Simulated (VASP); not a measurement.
A run of VASP 6.6.1:

Contents of INCAR:

```
SYSTEM = Zr
PREC = Accurate
ENCUT = 500
EDIFF = 1E-7
ISMEAR = -1
SIGMA = 0.05
LREAL = .FALSE.
LASPH = .TRUE.
NELM = 120
ALGO = Normal
ISIF = 3
LWAVE = .FALSE.
LCHARG = .FALSE.
GGA = CA
IBRION = 2
NSW = 60
EDIFFG = -0.01
GGA_COMPAT = .FALSE.
NELMIN = 4
```

KPOINTS

```
regular mesh
0
G
  11 11 11
  0 0 0
```

Contents of POSCAR:

```
Zr
1.0
    0.0000000000      3.1150000000      3.1150000000
    3.1150000000      0.0000000000      3.1150000000
    3.1150000000      3.1150000000      0.0000000000
Zr
2
Direct
    1.0000000000      1.0000000000      1.0000000000
    0.2500000000      0.2500000000      0.2500000000
```

Potentials or basis: VASP PAW LDA potentials, release 64 (Zr_sv).

Launch:

```console
$ cat potpaw_LDA.64/Zr_sv/POTCAR > POTCAR
$ mpirun -np 1 vasp_std > vasp.out
```

Hardware: 1 thread of Intel(R) Xeon(R) 6975P-C (Granite Rapids), with other jobs on the host.

Task: How long does it take, and how much memory?

Result: Wall time 47 s on 1 thread of Intel(R) Xeon(R) 6975P-C (Granite Rapids), with other jobs on the host, peak memory 0.18 GiB. Counts: scf iterations 31, k points 56, ion steps 3.
